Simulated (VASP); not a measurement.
# CaSe (Fm-3m) in VASP: a series of runs, part 2 of 3

VASP 6.6.1.

**3. Electric field gradients, LDA**

Contents of INCAR:

```
PREC = Accurate
ENCUT = 520
EDIFF = 1E-8
ISMEAR = -1
SIGMA = 0.03
LREAL = F
LASPH = T
NELM = 60
ALGO = Normal
ISIF = 2
LWAVE = F
LCHARG = F
LEFG = T
NBANDS = 15
```

Contents of KPOINTS:

```
regular mesh
0
Gamma
  9 9 9
```

Contents of POSCAR:

```
CaSe
1.0
    0.0000000000      2.9702381052      2.9702381052
    2.9702381052      0.0000000000      2.9702381052
    2.9702381052      2.9702381052      0.0000000000
Ca Se
1 1
Direct
    0.0000000000      0.0000000000      0.0000000000
    0.5000000000      0.5000000000      0.5000000000
```

Potentials or basis: VASP PAW LDA potentials, release 64 (Ca_sv, Se).

Run with:

```
> cat potpaw_LDA.64/Ca_sv/POTCAR potpaw_LDA.64/Se/POTCAR > POTCAR
> mpirun -np 1 vasp_std > vasp.out
```

OUTCAR:

```text
PREC = Accurate
   ENCUT = 520
   EDIFF = 1E-8
   ISMEAR = -1
   LREAL = F
   LASPH = T
   NELM = 60
   ISIF = 2

 ion  position               nearest neighbor table
   1  0.000  0.000  0.000-   2 2.97   2 2.97   2 2.97   2 2.97   2 2.97   2 2.97
   2  0.500  0.500  0.500-   1 2.97   1 2.97   1 2.97   1 2.97   1 2.97   1 2.97

  LATTYP: Found a face centered cubic cell.
 ALAT       =     5.9404762104

  Lattice vectors:

 A1 = (   0.0000000000,   2.9702381052,   2.9702381052)
 A2 = (   2.9702381052,   0.0000000000,   2.9702381052)
 A3 = (   2.9702381052,   2.9702381052,   0.0000000000)

Analysis of symmetry for initial positions (statically):
=====================================================================
 Subroutine PRICEL returns:
 Original cell was already a primitive cell.

 Routine SETGRP: Setting up the symmetry group for a
 face centered cubic supercell.

 Subroutine GETGRP returns: Found 48 space group operations
 (whereof 48 operations were pure point group operations)
 out of a pool of 48 trial point group operations.

The static configuration has the point symmetry O_h .

Analysis of symmetry for dynamics (positions and initial velocities):
=====================================================================
 Subroutine PRICEL returns:
 Original cell was already a primitive cell.

 Routine SETGRP: Setting up the symmetry group for a
 face centered cubic supercell.

 Subroutine GETGRP returns: Found 48 space group operations
 (whereof 48 operations were pure point group operations)
 out of a pool of 48 trial point group operations.

The dynamic configuration has the point symmetry O_h .

 Subroutine INISYM returns: Found 48 space group operations
 (whereof 48 operations are pure point group operations),
 and found     1 'primitive' translations

----------------------------------------------------------------------------------------

                                     Primitive cell

  volume of cell :      52.4087

  direct lattice vectors                    reciprocal lattice vectors
     0.000000000  2.970238105  2.970238105    -0.168336673  0.168336673  0.168336673
     2.970238105  0.000000000  2.970238105     0.168336673 -0.168336673  0.168336673
     2.970238105  2.970238105  0.000000000     0.168336673  0.168336673 -0.168336673

  length of vectors
     4.200551012  4.200551012  4.200551012     0.291567670  0.291567670  0.291567670

  position of ions in fractional coordinates (direct lattice)
     0.000000000  0.000000000  0.000000000
     0.500000000  0.500000000  0.500000000

  ion indices of the primitive-cell ions
   primitive index   ion index
                 1           1
                 2           2

----------------------------------------------------------------------------------------

 KPOINTS: regular mesh

Automatic generation of k-mesh.
 Grid dimensions read from file:
 generate k-points for:    9    9    9

 Generating k-lattice:

[... 72 lines left out ...]
   NELECT =      16.0000    total number of electrons
   NUPDOWN=      -1.0000    fix difference up-down
   EMIN   =  10.00;   EMAX   =-10.00  energy-range for DOS
   EFERMI =   0.00;   METHOD = LEGACY
   ISMEAR =    -1;   SIGMA  =   0.03  broadening in eV -4-tet -1-fermi 0-gaus
   EFERMI_NEDOS =   21; number of points for ismear=-14 and -15
   IALGO  =     38    algorithm
   IMIX   =      4    mixing-type and parameters
     AMIX     =   0.40;   BMIX     =  1.00
     AMIX_MAG =   1.60;   BMIX_MAG =  1.00
  volume/ion in A,a.u.               =      26.20       176.84
  Fermi-wavevector in a.u.,A,eV,Ry     =   1.102335  2.083111 16.533014  1.215142
  Thomas-Fermi vector in A             =   2.238776
   LORBIT       =      0    0 simple, 1 ext, 2 COOP (PROOUT), +10 PAW based schemes
   GGA     = CA    functional components
   LHFCALC =     F    Hartree Fock is set to
   AEXX    =    0.0000 exact exchange contribution
   IVDW    =     0    specifies the selected vdW correction
   LEPSILON=     F    determine dielectric tensor
   LRPA    =     F    only Hartree local field effects (RPA)
 non-spin polarized calculation
  energy-cutoff  :      520.00
  volume of cell :       52.41
 maximum number of plane-waves:      1424
   NGX = 15   NGY = 15   NGZ = 15

 number of electron      15.9999999 magnetization

 Free energy of the ion-electron system (eV)
  ---------------------------------------------------
  ext. energy  EPLUGINS =         0.00000000
  ---------------------------------------------------
  free energy    TOTEN  =       -10.54233712 eV

  energy without entropy =      -10.54233712  energy(sigma->0) =      -10.54233712

 E-fermi :   2.8514     XC(G=0):  -9.4433

 val. band max:        2.2586324315   @ k =   0.0000   0.0000   0.0000
 cond. band min:       4.1892680828   @ k =   0.4444   0.4444   0.0000
 fundamental gap:      1.9306356514
 Fermi energy:         2.8514053337

 k-point     1 :       0.0000    0.0000    0.0000
  band No.  band energies     occupation
      1     -37.0564      2.00000
      2     -18.3448      2.00000
      3     -18.3448      2.00000
      4     -18.3448      2.00000
      5      -9.5364      2.00000
      6       2.2586      2.00000
      7       2.2586      2.00000
      8       2.2586      2.00000
      9       5.2954      0.00000
     10       5.8084      0.00000
     11       5.8084      0.00000
     12       5.8084      0.00000
     13       6.4047      0.00000
     14       6.4047      0.00000
[... 401 lines left out ...]
      2     -18.4263      2.00000
      3     -18.3771      2.00000
      4     -18.3771      2.00000
      5      -8.9803      2.00000
      6      -0.2624      2.00000
      7       1.3423      2.00000
      8       1.3423      2.00000
      9       4.1893      0.00000
     10       7.0846      0.00000
     11       7.1389      0.00000
     12       8.0998      0.00000
     13       8.0998      0.00000
     14       8.1660      0.00000
     15      12.0767      0.00000

 [... further k-points ...]
[... 5 lines left out ...]
  --------------------------------------------------------------------------------------
  -------------------------------------------------------------------------------------
  Total       -1.1529596     -1.1529596     -1.1529596      0.0000000      0.0000000     -0.0000000
  in kB      -35.2468964    -35.2468964    -35.2468964      0.0000000      0.0000000     -0.0000000
  external PRESSURE =     -35.2468964 kB  Pullay stress =       0.0000000 kB

 VOLUME and BASIS-vectors are now :
 -----------------------------------------------------------------------------
  energy-cutoff  :      520.00
  volume of cell :       52.41
      direct lattice vectors                 reciprocal lattice vectors
     0.000000000  2.970238105  2.970238105    -0.168336673  0.168336673  0.168336673
     2.970238105  0.000000000  2.970238105     0.168336673 -0.168336673  0.168336673
     2.970238105  2.970238105  0.000000000     0.168336673  0.168336673 -0.168336673

 POSITION                                       TOTAL-FORCE (eV/Angst)
 -----------------------------------------------------------------------------------
      0.00000      0.00000      0.00000        -0.000000      0.000000     -0.000000
      2.97024      2.97024      2.97024         0.000000     -0.000000      0.000000
 -----------------------------------------------------------------------------------
    total drift:                                0.000000     -0.000000     -0.000000

  FREE ENERGIE OF THE ION-ELECTRON SYSTEM (eV)
  ---------------------------------------------------
  free  energy   TOTEN  =       -10.5423371172 eV

  energy  without entropy=      -10.5423371172  energy(sigma->0) =      -10.54233712

 Electric field gradients (V/A^2)
---------------------------------------------------------------------
 ion       V_xx      V_yy      V_zz      V_xy      V_xz      V_yz
---------------------------------------------------------------------
   1       0.000    -0.000     0.000     0.000     0.000     0.000
   2      -0.000    -0.000    -0.000     0.000     0.000     0.000
---------------------------------------------------------------------

 Electric field gradients after diagonalization (V/A^2)
 (convention: |V_zz| > |V_xx| > |V_yy|)
----------------------------------------------------------------------
 ion       V_xx      V_yy      V_zz     asymmetry (V_yy - V_xx)/ V_zz
----------------------------------------------------------------------
   1      -0.000    -0.000     0.001       0.000
   2      -0.000    -0.000     0.001       0.000
----------------------------------------------------------------------

           NMR quadrupolar parameters

 Cq : quadrupolar parameter    Cq=e*Q*V_zz/h
 eta: asymmetry parameters     (V_yy - V_xx)/ V_zz
 Q  : nuclear electric quadrupole moment in mb (millibarn)
----------------------------------------------------------------------
 ion       Cq(MHz)       eta       Q (mb)
----------------------------------------------------------------------
   1       0.000       0.000       1.000
   2       0.000       0.000       1.000
----------------------------------------------------------------------
```

OSZICAR:

```text
N       E                     dE             d eps       ncg     rms          rms(c)
DAV:   1     0.104769388107E+03    0.10477E+03   -0.75640E+03  1050   0.987E+02
DAV:   2    -0.595923205074E+01   -0.11073E+03   -0.10547E+03  1309   0.242E+02
DAV:   3    -0.105214310203E+02   -0.45622E+01   -0.45196E+01  1394   0.465E+01
DAV:   4    -0.107396194866E+02   -0.21819E+00   -0.21809E+00  1471   0.866E+00
DAV:   5    -0.107409023424E+02   -0.12829E-02   -0.12827E-02  1394   0.755E-01    0.441E+00
DAV:   6    -0.105703109429E+02    0.17059E+00   -0.20385E-01  1274   0.240E+00    0.256E+00
DAV:   7    -0.105440594220E+02    0.26252E-01   -0.82842E-02  1352   0.186E+00    0.815E-01
DAV:   8    -0.105423962202E+02    0.16632E-02   -0.92420E-03  1211   0.770E-01    0.106E-01
DAV:   9    -0.105423312345E+02    0.64986E-04   -0.66065E-04  1330   0.253E-01    0.446E-02
DAV:  10    -0.105423351352E+02   -0.39006E-05   -0.10736E-04  1274   0.626E-02    0.162E-02
DAV:  11    -0.105423378040E+02   -0.26688E-05   -0.11295E-05  1309   0.308E-02    0.771E-03
DAV:  12    -0.105423372261E+02    0.57790E-06   -0.72805E-07  1212   0.543E-03    0.396E-03
DAV:  13    -0.105423371201E+02    0.10600E-06   -0.58893E-07  1281   0.481E-03    0.800E-04
DAV:  14    -0.105423371172E+02    0.29336E-08   -0.21868E-08  1120   0.104E-03
   1 F= -.10542337E+02 E0= -.10542337E+02  d E =-.136921E-10
```

Wall time 33 s (1 thread of Intel Xeon 8259CL, shared host); peak memory 0.17 GiB.

What came out:

- Free energy: -10.5423 eV
- Pressure: -3.5 GPa
- Band gap on the k mesh: 1.93 eV (least direct gap 2.85 eV)
- Largest electric field gradient by atom: under 0.05 V/Å² on every atom

Caveat: the cell stands under tension; an odd mesh through Γ misses points on the zone boundary, where band edges can lie.

**4. Electric field gradients, LDA (26.73 Å³/atom)**

This run uses another cell than the first one, of 26.73 Å³/atom.

Contents of INCAR:

```
PREC = Accurate
ENCUT = 520
EDIFF = 1E-8
ISMEAR = -1
SIGMA = 0.03
LREAL = False
LASPH = True
NELM = 80
ALGO = Normal
ISIF = 2
LWAVE = False
LCHARG = False
LEFG = True
NBANDS = 15
```

Contents of KPOINTS:

```
Automatic mesh
0
Gamma
  9 9 9
```

Contents of POSCAR:

```
CaSe
1.0
    0.0000000000      2.9899091295      2.9899091295
    2.9899091295      0.0000000000      2.9899091295
    2.9899091295      2.9899091295      0.0000000000
Ca Se
1 1
Direct
    0.0000000000      0.0000000000      0.0000000000
    0.5000000000      0.5000000000      0.5000000000
```

Potentials or basis: VASP PAW LDA potentials, release 64 (Ca_sv, Se).

Run with:

```
> cat potpaw_LDA.64/Ca_sv/POTCAR potpaw_LDA.64/Se/POTCAR > POTCAR
> mpirun -np 1 vasp_std > vasp.out
```

OUTCAR:

```text
PREC = Accurate
   ENCUT = 520
   EDIFF = 1E-8
   ISMEAR = -1
   LREAL = False
   LASPH = True
   NELM = 80
   ISIF = 2

 ion  position               nearest neighbor table
   1  0.000  0.000  0.000-
   2  0.500  0.500  0.500-

  LATTYP: Found a face centered cubic cell.
 ALAT       =     5.9798182590

  Lattice vectors:

 A1 = (   0.0000000000,   2.9899091295,   2.9899091295)
 A2 = (   2.9899091295,   0.0000000000,   2.9899091295)
 A3 = (   2.9899091295,   2.9899091295,   0.0000000000)

Analysis of symmetry for initial positions (statically):
=====================================================================
 Subroutine PRICEL returns:
 Original cell was already a primitive cell.

 Routine SETGRP: Setting up the symmetry group for a
 face centered cubic supercell.

 Subroutine GETGRP returns: Found 48 space group operations
 (whereof 48 operations were pure point group operations)
 out of a pool of 48 trial point group operations.

[... 617 lines left out ...]
     0.000000000  2.989909129  2.989909129    -0.167229163  0.167229163  0.167229163
     2.989909129  0.000000000  2.989909129     0.167229163 -0.167229163  0.167229163
     2.989909129  2.989909129  0.000000000     0.167229163  0.167229163 -0.167229163

 POSITION                                       TOTAL-FORCE (eV/Angst)
 -----------------------------------------------------------------------------------
      0.00000      0.00000      0.00000         0.000000      0.000000      0.000000
      2.98991      2.98991      2.98991        -0.000000     -0.000000     -0.000000
 -----------------------------------------------------------------------------------
    total drift:                                0.000000     -0.000000     -0.000000

  FREE ENERGIE OF THE ION-ELECTRON SYSTEM (eV)
  ---------------------------------------------------
  free  energy   TOTEN  =       -10.5168166379 eV

  energy  without entropy=      -10.5168166379  energy(sigma->0) =      -10.51681664

 Electric field gradients (V/A^2)
---------------------------------------------------------------------
 ion       V_xx      V_yy      V_zz      V_xy      V_xz      V_yz
---------------------------------------------------------------------
   1       0.000    -0.000    -0.000     0.001     0.001     0.001
   2      -0.000     0.000    -0.000     0.000     0.000     0.000
---------------------------------------------------------------------

 Electric field gradients after diagonalization (V/A^2)
 (convention: |V_zz| > |V_xx| > |V_yy|)
----------------------------------------------------------------------
 ion       V_xx      V_yy      V_zz     asymmetry (V_yy - V_xx)/ V_zz
----------------------------------------------------------------------
   1      -0.001    -0.001     0.001       0.000
   2      -0.000    -0.000     0.001       0.000
----------------------------------------------------------------------

           NMR quadrupolar parameters

 Cq : quadrupolar parameter    Cq=e*Q*V_zz/h
 eta: asymmetry parameters     (V_yy - V_xx)/ V_zz
 Q  : nuclear electric quadrupole moment in mb (millibarn)
----------------------------------------------------------------------
 ion       Cq(MHz)       eta       Q (mb)
----------------------------------------------------------------------
   1       0.000       0.000       1.000
   2       0.000       0.000       1.000
----------------------------------------------------------------------
```

OSZICAR:

```text
N       E                     dE             d eps       ncg     rms          rms(c)
DAV:   1     0.105240692624E+03    0.10524E+03   -0.73633E+03  1050   0.976E+02
DAV:   2    -0.613421955469E+01   -0.11137E+03   -0.10601E+03  1309   0.241E+02
DAV:   3    -0.104821166617E+02   -0.43479E+01   -0.43036E+01  1422   0.457E+01
DAV:   4    -0.107167835579E+02   -0.23467E+00   -0.23455E+00  1443   0.863E+00
DAV:   5    -0.107182255940E+02   -0.14420E-02   -0.14420E-02  1429   0.744E-01    0.442E+00
DAV:   6    -0.105438961630E+02    0.17433E+00   -0.21276E-01  1232   0.244E+00    0.256E+00
DAV:   7    -0.105185190354E+02    0.25377E-01   -0.82668E-02  1378   0.185E+00    0.825E-01
DAV:   8    -0.105168778419E+02    0.16412E-02   -0.96699E-03  1197   0.780E-01    0.108E-01
DAV:   9    -0.105168115654E+02    0.66277E-04   -0.70565E-04  1294   0.255E-01    0.455E-02
DAV:  10    -0.105168146345E+02   -0.30691E-05   -0.11752E-04  1295   0.651E-02    0.161E-02
DAV:  11    -0.105168173885E+02   -0.27540E-05   -0.11931E-05  1288   0.312E-02    0.805E-03
DAV:  12    -0.105168167861E+02    0.60240E-06   -0.70554E-07  1296   0.517E-03    0.437E-03
DAV:  13    -0.105168166411E+02    0.14499E-06   -0.73755E-07  1295   0.527E-03    0.836E-04
DAV:  14    -0.105168166379E+02    0.32489E-08   -0.28084E-08  1113   0.117E-03
   1 F= -.10516817E+02 E0= -.10516817E+02  d E =-.272315E-12
```

It took 35 s on 1 thread of Intel Xeon 8259CL, shared host; peak memory 0.17 GiB.

Results:

| Quantity | Value |
| --- | --- |
| Free energy | -10.5168 eV |
| Pressure | -4.3 GPa |
| Band gap on the k mesh | 1.97 eV (least direct gap 2.87 eV) |
| Largest electric field gradient by atom | under 0.05 V/Å² on every atom |

Levels at points of the mesh, in eV from the valence-band top:
| k point | band 5 | band 6 | band 7 | band 8 | band 9 | band 10 | band 11 | band 12 |
| --- | --- | --- | --- | --- | --- | --- | --- | --- |
| (0.00, 0.00, 0.00) | -11.73 | 0.00 | 0.00 | 0.00 | 2.93 | 3.55 | 3.55 | 3.55 |

Caveat: the cell stands under tension; an odd mesh through Γ misses points on the zone boundary, where band edges can lie.

**5. Electric field gradients, LDA (27.25 Å³/atom)**

This run uses another cell than the first one, of 27.25 Å³/atom.

Contents of INCAR:

```
  ALGO = Normal
  EDIFF = 1E-8
  ENCUT = 520
  ISIF = 2
  ISMEAR = -1
  LASPH = T
  LCHARG = F
  LEFG = T
  LREAL = F
  LWAVE = F
  NBANDS = 15
  NELM = 80
  PREC = Accurate
  SIGMA = 0.03
```

Contents of KPOINTS:

```
k-points
0
Gamma
  9 9 9
```

Contents of POSCAR:

```
CaSe
1.0
    0.0000000000      3.0093246679      3.0093246679
    3.0093246679      0.0000000000      3.0093246679
    3.0093246679      3.0093246679      0.0000000000
Ca Se
1 1
Direct
    0.0000000000      0.0000000000      0.0000000000
    0.5000000000      0.5000000000      0.5000000000
```

Potentials or basis: VASP PAW LDA potentials, release 64 (Ca_sv, Se).

Run with:

```
> cat potpaw_LDA.64/Ca_sv/POTCAR potpaw_LDA.64/Se/POTCAR > POTCAR
> mpirun -np 1 vasp_std > vasp.out
```

OUTCAR:

```text
EDIFF = 1E-8
   ENCUT = 520
   ISIF = 2
   ISMEAR = -1
   LASPH = T
   LREAL = F
   NELM = 80
   PREC = Accurate

 ion  position               nearest neighbor table
   1  0.000  0.000  0.000-
   2  0.500  0.500  0.500-

  LATTYP: Found a face centered cubic cell.
 ALAT       =     6.0186493358

  Lattice vectors:

 A1 = (   0.0000000000,   3.0093246679,   3.0093246679)
 A2 = (   3.0093246679,   0.0000000000,   3.0093246679)
 A3 = (   3.0093246679,   3.0093246679,   0.0000000000)
[... 640 lines left out ...]

  FREE ENERGIE OF THE ION-ELECTRON SYSTEM (eV)
  ---------------------------------------------------
  free  energy   TOTEN  =       -10.4863789861 eV

  energy  without entropy=      -10.4863789861  energy(sigma->0) =      -10.48637899

 Electric field gradients (V/A^2)
---------------------------------------------------------------------
 ion       V_xx      V_yy      V_zz      V_xy      V_xz      V_yz
---------------------------------------------------------------------
   1      -0.000    -0.000    -0.000     0.001     0.001     0.001
   2      -0.000     0.000     0.000     0.000     0.000     0.000
---------------------------------------------------------------------

 Electric field gradients after diagonalization (V/A^2)
 (convention: |V_zz| > |V_xx| > |V_yy|)
----------------------------------------------------------------------
 ion       V_xx      V_yy      V_zz     asymmetry (V_yy - V_xx)/ V_zz
----------------------------------------------------------------------
   1      -0.001    -0.001     0.001       0.000
   2      -0.000    -0.000     0.000       0.000
----------------------------------------------------------------------

           NMR quadrupolar parameters

 Cq : quadrupolar parameter    Cq=e*Q*V_zz/h
 eta: asymmetry parameters     (V_yy - V_xx)/ V_zz
 Q  : nuclear electric quadrupole moment in mb (millibarn)
----------------------------------------------------------------------
 ion       Cq(MHz)       eta       Q (mb)
----------------------------------------------------------------------
   1       0.000       0.000       1.000
   2       0.000       0.000       1.000
----------------------------------------------------------------------
```

Run time: 35 s. Hardware: 1 thread of Intel Xeon 8259CL, shared host; peak memory 0.17 GiB.

Results:

```yaml
Free_energy: -10.4864 eV
Pressure: -5.0 GPa
Band_gap_on_the_k_mesh: 2.02 eV (least direct gap 2.83 eV)
Largest_electric_field_gradient_by_atom: under 0.05 V/Å² on every atom
```

Caveat: the cell stands under tension; an odd mesh through Γ misses points on the zone boundary, where band edges can lie.

[end of part 2 of 3]
